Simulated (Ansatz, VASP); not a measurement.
## Two plane-wave programs on Ag

```
Ag
1.0
     2.89654    0.00000    0.00000
    -1.44827    2.50848    0.00000
     0.00000    0.00000    4.68557
Ag
2
Direct
  0.33333 0.66667 0.25000
  0.66667 0.33333 0.75000
```

Alike in both runs: task single point; functional revPBE; k mesh 14 × 14 × 8; occupations fermi-dirac, width 0.1 eV; no spin polarisation.

|  | VASP | Ansatz |
| --- | --- | --- |
| version | VASP 6.6.1 | Ansatz 0.2.0 |
| potentials or method | VASP PAW PBE potentials, release 64 (Ag), cutoff 520 eV | plane waves (420 eV) with PAW, scalar-relativistic |
| valence electrons in the cell | 22 | 38 |

|  | VASP | Ansatz | Ansatz less VASP |
| --- | --- | --- | --- |
| pressure (GPa) | 8.1 | 8.2 | +0.15 |
| traceless stress, the component that is largest in VASP (GPa) | 0.70 | 0.72 | +0.013 |

VASP's potentials were made for PBE, not for revPBE. VASP's potentials hold 22 valence electrons a cell and Ansatz's 38, so a difference there can come from the potentials and not from the codes.
